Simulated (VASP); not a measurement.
Write the native input for VASP 6.6.1 that does the following.

- Task: single point
- Functional: PBE
- Potentials or basis: VASP PAW PBE potentials, release 64 (Cr_pv)
- Cutoff: 520 eV
- k mesh: 18 × 18 × 18
- Occupations: methfessel-paxton, width 0.1 eV
- Spin: no spin polarisation
- Dipole correction: no
- Further INCAR settings: ALGO = Fast; EDIFF = 1e-06; NBANDS = 19

The structure of Cr lies in POSCAR:

```
Cr
1.0
    2.8336727524      0.0000000000      0.0000000000
    0.0000000000      2.8336727524      0.0000000000
    0.0000000000      0.0000000000      2.8558927701
Cr
2
Direct
    0.0000000000      0.0000000000      0.0000000000
    0.5000000000      0.5000000000      0.5000000000
```

The input as run:

INCAR

```
SYSTEM = Cr
PREC = Accurate
ENCUT = 520
EDIFF = 1E-6
ISMEAR = 1
SIGMA = 0.1
LREAL = .False.
LASPH = .True.
NELM = 60
ALGO = Fast
ISIF = 2
LWAVE = .False.
LCHARG = .True.
GGA = PE
LELF = .True.
LVHAR = .True.
NBANDS = 19
```

KPOINTS

```
regular mesh
0
Gamma
  18 18 18
  0 0 0
```

Potentials or basis: VASP PAW PBE potentials, release 64 (Cr_pv).

The run is started by

```console
$ cat potpaw_PBE.64/Cr_pv/POTCAR > POTCAR
$ mpirun -np 1 vasp_std > vasp.out
```

It gave:

| Item | Value |
| --- | --- |
| Pressure | 1.4 GPa |
| Band gap on the k mesh | zero (band 12 reaches 12.26 eV, above the bottom of band 13 at 10.68 eV) |

Caveat: the run has no spin polarisation, though such a crystal can be magnetic.

It took 78 s on 1 thread of Intel(R) Xeon(R) 6975P-C (Granite Rapids), with other jobs on the host, peak memory 0.3 GiB.
